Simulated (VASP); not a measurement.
A run of VASP 6.6.1 is set up as follows.

INCAR

```
SYSTEM = Be2SbCl
PREC     = Accurate       ! precision mode
ENCUT    = 520            ! plane-wave cutoff, eV
EDIFF    = 1E-6           ! SCF threshold, eV
ISMEAR   = 0              ! smearing method
SIGMA    = 0.1            ! smearing width, eV
LREAL    = .False.        ! projectors in reciprocal space
LASPH    = .True.         ! aspherical terms in the spheres
NELM     = 80             ! most SCF steps
ALGO     = Normal         ! electronic algorithm
ISIF     = 2              ! what is computed and relaxed
LWAVE    = .False.        ! write WAVECAR
LCHARG   = .False.        ! write CHGCAR
GGA      = PE             ! functional
NBANDS   = 16             ! bands
```

File KPOINTS:

```
Automatic mesh
0
Gamma
  4 4 4
  0 0 0
```

File POSCAR:

```
Be2SbCl
1.0
    2.5653065000     -2.9603809700      0.0000000000
    2.5653065000      2.9603809700      0.0000000000
    0.0000000000      0.0000000000      5.5457131600
Be Sb Cl
2 1 1
Direct
    0.5000000000      0.5000000000      0.6693940600
    0.5000000000      0.5000000000      0.3306059400
    0.5000000000      0.5000000000      0.0000000000
    0.0000000000      0.0000000000      0.5000000000
```

Potentials or basis: VASP PAW PBE potentials, release 64 (Be, Sb, Cl).

The run is started by

```bash
$ cat potpaw_PBE.64/Be/POTCAR potpaw_PBE.64/Sb/POTCAR potpaw_PBE.64/Cl/POTCAR > POTCAR
$ mpirun -np 1 vasp_std > vasp.out
```

What does it give for the band gap on the k mesh?

Zero (bands 8 and 9 overlap by 2.28 eV).

Estimate the pressure.

21.1 GPa.

What does it give for the largest force?

7.685 eV/Å.

Stress tensor (GPa, compression positive):
```
-8.26  0.00  0.00
 0.00 -4.78  0.00
 0.00  0.00 76.41
```

Caveat: the k points lie up to 0.41 Å⁻¹ apart, too coarse for converged energies and pressures of a metal; spin-orbit coupling is left out, which moves the levels of the heavy elements; forces of over 1 eV/Å act on the atoms, so gaps and moduli don't describe the material at rest.
